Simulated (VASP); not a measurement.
Here is a VASP 6.6.1 calculation.

INCAR

```
SYSTEM = YbB2
PREC     = Accurate       ! precision mode
ENCUT    = 520            ! plane-wave cutoff, eV
EDIFF    = 1E-6           ! SCF threshold, eV
ISMEAR   = 0              ! smearing method
SIGMA    = 0.1            ! smearing width, eV
LREAL    = .False.        ! projectors in reciprocal space
LASPH    = .True.         ! aspherical terms in the spheres
NELM     = 100            ! most SCF steps
ALGO     = Normal         ! electronic algorithm
ISIF     = 2              ! what is computed and relaxed
LWAVE    = .False.        ! write WAVECAR
LCHARG   = .False.        ! write CHGCAR
GGA      = PE             ! functional
NBANDS   = 22             ! bands
```

The input KPOINTS:

```
Automatic mesh
0
Gamma
  15 15 12
  0 0 0
```

POSCAR

```
YbB2
1.0
    3.3146311297      0.0000000000      0.0000000000
   -1.6573155648      2.8705547625      0.0000000000
    0.0000000000      0.0000000000      3.9787816130
Yb B
1 2
Direct
    0.0000000000      0.0000000000      0.0000000000
    0.3333333333      0.6666666667      0.5000000000
    0.6666666667      0.3333333333      0.5000000000
```

Potentials or basis: VASP PAW PBE potentials, release 64 (Yb, B).

Run with:

```bash
$ cat potpaw_PBE.64/Yb/POTCAR potpaw_PBE.64/B/POTCAR > POTCAR
$ mpirun -np 1 vasp_std > vasp.out
```

Q: Estimate the pressure.

A: -10.2 GPa.

Q: Predict the band gap on the k mesh.

A: Zero (bands 15 and 16 overlap by 1.15 eV).

Stress tensor (GPa, compression positive):
```
-10.17   0.00   0.00
  0.00 -10.17   0.00
  0.00   0.00 -10.32
```

Caveat: the cell stands under tension; spin-orbit coupling is left out, which moves the levels of the heavy elements. Spin polarisation is off, so any magnetic state and its effect on volume and gap are missing.
